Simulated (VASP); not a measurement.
**BAs: single point with PBE**

Crystal: BAs.

```
B As
1.0
     0.00000    2.38850    2.38850
     2.38850    0.00000    2.38850
     2.38850    2.38850    0.00000
B As
1 1
Direct
  0.00000 0.00000 0.00000
  0.75000 0.75000 0.75000
```

```yaml
Program: VASP 6.6.1
Task: single point
Functional: PBE
Potentials_or_basis: VASP PAW PBE potentials, release 64 (B, As)
Cutoff: 520 eV
k_mesh: 15 × 15 × 15
Occupations: fermi-dirac, width 0.03 eV
Spin: no spin polarisation
Dipole_correction: no
Further_INCAR_settings: ALGO = Normal; EDIFF = 1e-06; NBANDS = 11
```

- Pressure: 3.4 GPa
- Band gap on the k mesh: 1.18 eV, indirect (least direct gap 3.28 eV)

Levels at points of the mesh, in eV from the valence-band top:
| k point | band 1 | band 2 | band 3 | band 4 | band 5 | band 6 | band 7 | band 8 |
| --- | --- | --- | --- | --- | --- | --- | --- | --- |
| (0.00, 0.00, 0.00) | -15.40 | 0.00 | 0.00 | 0.00 | 3.28 | 3.28 | 3.28 | 4.69 |

Wall time 50 s on 1 thread of AMD EPYC 7R43 64-Core Processor (Zen 3), with other jobs on the host, peak memory 0.15 GiB.

A k mesh can miss the band edges. PBE gaps usually lie below the measured ones, often by a third to a half.
